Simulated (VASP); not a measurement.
**LiH: single point with PBE**

Crystal: LiH.

```
CELL_PARAMETERS angstrom
3.09467 0.00000 0.00000
-1.54733 2.68006 0.00000
0.00000 0.00000 4.14406
ATOMIC_POSITIONS crystal
Li 0.33333 0.66667 0.93750
Li 0.66667 0.33333 0.43750
H 0.33333 0.66667 0.43750
H 0.66667 0.33333 0.93750
```

This cell differs from its parent crystal: epitaxial xy strain -5.0%.

| Quantity | Value |
| --- | --- |
| Program | VASP 6.6.1 |
| Task | single point |
| Functional | PBE |
| Potentials or basis | VASP PAW PBE potentials, release 64 (Li_sv, H) |
| Cutoff | 520 eV |
| k mesh | 12 × 12 × 6 |
| Occupations | fermi-dirac, width 0.02 eV |
| Spin | no spin polarisation |

```yaml
Band_gap_on_the_k_mesh: 2.20 eV (least direct gap 2.76 eV)
```

Levels at points of the mesh, in eV from the valence-band top:
```
           k point  band 1  band 2  band 3  band 4  band 5  band 6  band 7  band 8  band 9
(0.00, 0.00, 0.00)  -44.22  -44.15   -5.20    0.00    2.76   12.26   12.26   12.67   15.01
(0.50, 0.00, 0.00)  -44.19  -44.16   -2.57   -1.93    5.03    6.98    8.44    8.85    9.61
(0.00, 0.00, 0.50)  -44.19  -44.19   -3.72   -3.72    9.72    9.72   14.16   14.16   14.16
(0.50, 0.00, 0.50)  -44.17  -44.17   -2.26   -2.26    4.71    4.71   10.52   10.52   12.18
```

Wall time 12 s on 1 thread of Intel(R) Xeon(R) Platinum 8375C CPU @ 2.90GHz (Ice Lake), on a shared host, peak memory 0.15 GiB.

Caveat: the cell differs from its parent crystal (epitaxial xy strain -5.0%). A k mesh can miss the band edges.
